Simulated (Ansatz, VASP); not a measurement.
## One calculation of MgO, two programs

```
Mg O
1.0
     0.00000    2.03236    2.03236
     2.03236    0.00000    2.03236
     2.03236    2.03236    0.00000
Mg O
1 1
Direct
  0.00000 0.00000 0.00000
  0.50000 0.50000 0.50000
```

Alike in both runs: task single point; functional LDA; k mesh 10 × 10 × 10; no spin polarisation.

```csv
,VASP,Ansatz
version,VASP 6.6.1,Ansatz 0.2.0
potentials or method,"VASP PAW LDA potentials, release 64 (Mg, O), cutoff 600 eV","scalar-relativistic, plane waves, PAW"
occupations,"gaussian, width 0.01 eV",fixed
valence electrons in the cell,8,16
```

```tsv
	VASP	Ansatz	Ansatz less VASP
gap on the k mesh at the Fermi level (eV)	5.77	5.77	-0.005
least direct gap on the mesh (eV)	5.77	5.77	-0.005
pressure (GPa)	11.7	13.8	+2.06
```

LDA's correlation is that of Perdew and Zunger in VASP and of Perdew and Wang (1992) in Ansatz. VASP's potentials hold 8 valence electrons a cell and Ansatz's 16, so a difference there can come from the potentials and not from the codes.
